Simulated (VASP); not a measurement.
**GaAs: electric field gradients with LDA**

Crystal: GaAs.

```
Ga As
1.0
     0.00000    2.82685    2.74204
     2.82685    0.00000    2.74204
     2.82685    2.82685    0.00000
Ga As
1 1
Cartesian
  0.0000 0.0000 0.0000
  4.2403 4.2403 4.1131
```

This cell differs from its parent crystal: zz strain of -3 %.

```json
{"Program": "VASP 6.6.1", "Task": "electric field gradients", "Functional": "LDA", "Potentials or basis": "VASP PAW LDA potentials, release 64 (Ga_d, As)", "Cutoff": "520 eV", "k mesh": "11 × 11 × 11", "Occupations": "fermi-dirac, width 0.05 eV", "Spin": "no spin polarisation", "Dipole correction": "no", "Further INCAR settings": "ALGO = Normal; EDIFF = 1e-08; NBANDS = 16"}
```

| Property | Result |
| --- | --- |
| Pressure | 0.6 GPa |
| Band gap on the k mesh | 0.44 eV |
| Largest electric field gradient by atom | Ga +5.1; As -7.1 V/Å² |

Stress tensor (GPa, compression positive):
```
-0.03  0.00  0.00
 0.00 -0.03  0.00
 0.00  0.00  1.79
```

Levels at points of the mesh, in eV from the valence-band top:
| k point | band 5 | band 6 | band 7 | band 8 | band 9 | band 10 | band 11 | band 12 | band 13 | band 14 |
| --- | --- | --- | --- | --- | --- | --- | --- | --- | --- | --- |
| (0.00, 0.00, 0.00) | -15.01 | -13.10 | -0.17 | -0.17 | 0.00 | 0.44 | 3.52 | 3.60 | 3.60 | 7.33 |

Electric field gradients, principal values (V/Å²):
```tsv
atom	least	middle	greatest (by size)
1 Ga	-2.570	-2.573	5.143
2 As	3.542	3.542	-7.084
```

Wall time 53 s on 1 thread of Intel(R) Xeon(R) Platinum 8488C (Sapphire Rapids), with other jobs on the host, peak memory 0.22 GiB.

Caveat: the cell differs from its parent crystal (zz strain of -3 %); without QUAD_EFG the Cq values of the log hold for a quadrupole moment of 1 mb, not for the nuclei; an odd mesh through Γ misses points on the zone boundary, where band edges can lie.
